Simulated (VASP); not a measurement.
A run of VASP 6.6.1 is set up as follows.

INCAR

```
ALGO = Fast
EDIFF = 1E-7
EDIFFG = -0.01
ENCUT = 600
GGA = PE
IBRION = 2
ISIF = 3
ISMEAR = 0
LASPH = True
LCHARG = False
LREAL = False
LWAVE = False
NELM = 80
NSW = 100
PREC = Accurate
SIGMA = 0.1
```

Contents of KPOINTS:

```
k-points
0
Gamma
  6 6 6
```

The input POSCAR:

```
In4Sb3As
1.0
    6.5261802000      0.0000000000      0.0000000000
    0.0000000000      6.5261802000      0.0000000000
    0.0000000000      0.0000000000      6.5261802000
In Sb As
4 3 1
Direct
    0.2416650000      0.7583350000      0.2416650000
    0.2416650000      0.2416650000      0.7583350000
    0.7583350000      0.7583350000      0.7583350000
    0.7583350000      0.2416650000      0.2416650000
    0.0000000000      0.5000000000      0.5000000000
    0.5000000000      0.5000000000      0.0000000000
    0.5000000000      0.0000000000      0.5000000000
    0.0000000000      0.0000000000      0.0000000000
```

Potentials or basis: VASP PAW PBE potentials, release 64 (In_d, Sb, As).

Launch:

```bash
$ cat potpaw_PBE.64/In_d/POTCAR potpaw_PBE.64/Sb/POTCAR potpaw_PBE.64/As/POTCAR > POTCAR
$ mpirun -np 1 vasp_std > vasp.out
```

(1) Estimate the band gap on the k mesh.

Answers

(1) zero (bands 36 and 37 overlap by 0.01 eV).

Caveat: the relaxation stopped at its first step, so nothing moved; semilocal functionals underestimate gaps, and a narrow one can read as zero; spin-orbit coupling is left out, which moves the levels of the heavy elements.
